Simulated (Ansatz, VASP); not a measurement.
## One calculation of NaI, two programs

Contents of POSCAR:

```
NaI
1.0
    0.0000000000      3.2364000000      3.2364000000
    3.2364000000      0.0000000000      3.2364000000
    3.2364000000      3.2364000000      0.0000000000
Na I
1 1
Direct
    0.0000000000      0.0000000000      0.0000000000
    0.5000000000      0.5000000000      0.5000000000
```

File INCAR.step1:

```
PREC = Accurate
ENCUT = 520
ISMEAR = 0
SIGMA = 0.05
LREAL = False
LASPH = True
NELM = 80
NBANDS = 14
GGA = PE
ALGO = Normal
EDIFF = 1E-4
LWAVE = True
LCHARG = False
```

File INCAR.step2:

```
PREC = Accurate
ENCUT = 520
EDIFF = 1E-6
ISMEAR = 0
SIGMA = 0.05
LREAL = False
LASPH = True
NELM = 80
ALGO = Normal
ISIF = 2
LWAVE = False
LCHARG = True
METAGGA = R2SCAN
LMIXTAU = True
LELF = True
LVHAR = True
NBANDS = 14
ISTART = 1
```

File KPOINTS:

```
Automatic mesh
0
Gamma
  6 6 6
```

Input for Ansatz:

```yaml
crystal:
  lattice:
    - [0.0, 3.2364, 3.2364]
    - [3.2364, 0.0, 3.2364]
    - [3.2364, 3.2364, 0.0]
  atoms:
    - { symbol: Na, position: [0.0, 0.0, 0.0] }
    - { symbol: I, position: [0.5, 0.5, 0.5] }
basis:
  ecutwfc: 500
kpoints:
  mp_grid: { grid: [6, 6, 6] }
hamiltonian:
  xc: r2scan
scf:
  occupations: { method: gaussian, width: 0.05 }
output:
  forces: true
  stress: true
  eigenvalues: true
```

Alike in both runs: task single point; functional r2SCAN; k mesh 6 × 6 × 6; occupations gaussian, width 0.05 eV; no spin polarisation.

|  | VASP | Ansatz |
| --- | --- | --- |
| version | VASP 6.6.1 | Ansatz 0.2.0 |
| potentials or method | VASP PAW PBE potentials, release 64 (Na_pv, I), cutoff 520 eV | scalar-relativistic, plane waves, PAW |
| valence electrons in the cell | 14 | 26 |

```csv
,VASP,Ansatz,Ansatz less VASP
gap on the k mesh at the Fermi level (eV),4.44,4.43,-0.009
least direct gap on the mesh (eV),4.44,4.43,-0.009
pressure (GPa),-0.2,-0.1,+0.09
```

VASP's potentials were made for PBE, not for r2SCAN. VASP's potentials hold 14 valence electrons a cell and Ansatz's 26, so a difference there can come from the potentials and not from the codes.

Spin-orbit coupling is off throughout.
